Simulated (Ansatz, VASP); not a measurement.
## One calculation of K2S, two programs

```
K S
1.0
     0.00000    3.73147    3.73147
     3.73147    0.00000    3.73147
     3.73147    3.73147    0.00000
K S
2 1
Direct
  0.25000 0.25000 0.25000
  0.75000 0.75000 0.75000
  0.00000 0.00000 0.00000
```

Alike in both runs: task single point; functional PBE; k mesh 8 × 8 × 8; occupations gaussian, width 0.05 eV; no spin polarisation.

|  | VASP | Ansatz |
| --- | --- | --- |
| version | VASP 6.6.1 | Ansatz 0.2.0 |
| potentials or method | VASP PAW PBE potentials, release 64 (K_sv, S), cutoff 500 eV | scalar-relativistic, plane waves, PAW |
| valence electrons in the cell | 24 | 24 |

Ansatz gave:

```
gap on the k mesh at the Fermi level (eV) : 2.32
least direct gap on the mesh (eV)         : 2.50
pressure (GPa)                            : 0.0
```

Task: Which values does VASP return?

Result: gap on the k mesh at the Fermi level (eV): 2.32; least direct gap on the mesh (eV): 2.49; pressure (GPa): 0.0.
